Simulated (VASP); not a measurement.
A run of VASP 6.6.1:

File INCAR:

```
ALGO = Normal ; EDIFF = 1E-8
ENCUT = 520 ; GGA = PE
ISIF = 2 ; ISMEAR = -1
ISPIN = 2 ; LASPH = T
LCHARG = F ; LEFG = T
LMAXMIX = 4 ; LORBIT = 11
LREAL = F ; LWAVE = F
MAGMOM = 4 4 0 0 0 ; NBANDS = 36
NELM = 150 ; PREC = Accurate
SIGMA = 0.05
```

File KPOINTS:

```
k-points
0
Gamma
  8 8 4
```

POSCAR

```
Mn2ZnAs2
1.0
    4.0990008097      0.0000000000      0.0000000000
   -2.0495004048      3.5498388313      0.0000000000
    0.0000000000      0.0000000000      6.5720000000
Mn Zn As
2 1 2
Direct
    0.3333333333      0.6666666667      0.3694400000
    0.6666666667      0.3333333333      0.6305600000
    0.0000000000      0.0000000000      0.0000000000
    0.3333333333      0.6666666667      0.7679300000
    0.6666666667      0.3333333333      0.2320700000
```

Potentials or basis: VASP PAW PBE potentials, release 64 (Mn_pv, Zn, As).

Command:

```console
$ cat potpaw_PBE.64/Mn_pv/POTCAR potpaw_PBE.64/Zn/POTCAR potpaw_PBE.64/As/POTCAR > POTCAR
$ mpirun -np 1 vasp_std > vasp.out
```

Hardware: 1 thread of Intel(R) Xeon(R) Platinum 8488C (Sapphire Rapids), with other jobs on the host.

Problem. Estimate the wall time of this run.

Solution. It took 4.7 min on 1 thread of Intel(R) Xeon(R) Platinum 8488C (Sapphire Rapids) (shared host), peak memory 0.36 GiB. Counts: scf iterations 22, k points 35.
